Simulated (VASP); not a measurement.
Here is a VASP 6.6.1 calculation.

File INCAR:

```
SYSTEM = As
  PREC = Accurate
  ENCUT = 520
  EDIFF = 1E-6
  ISMEAR = -1
  SIGMA = 0.1
  LREAL = .False.
  LASPH = .True.
  NELM = 100
  ALGO = Normal
  ISIF = 2
  LWAVE = .False.
  LCHARG = .True.
  LELF = .True.
  LVHAR = .True.
  NBANDS = 18
```

KPOINTS

```
regular mesh
0
Gamma
  14 14 4
  0 0 0
```

Contents of POSCAR:

```
As
1.0
    2.7952989612      0.0000000000      0.0000000000
   -1.3976494806      2.4207999116      0.0000000000
    0.0000000000      0.0000000000      9.4258028467
As
4
Direct
    1.0000000000      1.0000000000      1.0000000000
    1.0000000000      0.0000000000      0.5000000000
    0.3333333333      0.6666666667      0.2500000000
    0.6666666667      0.3333333333      0.7500000000
```

Potentials or basis: VASP PAW LDA potentials, release 64 (As).

Run with:

```bash
$ cat potpaw_LDA.64/As/POTCAR > POTCAR
$ mpirun -np 1 vasp_std > vasp.out
```

(1) Predict the pressure.

(2) What does it give for the band gap on the k mesh?

## Answers

(1) 16.5 GPa.

(2) zero (band 10 reaches 15.03 eV, above the bottom of band 11 at 5.59 eV).
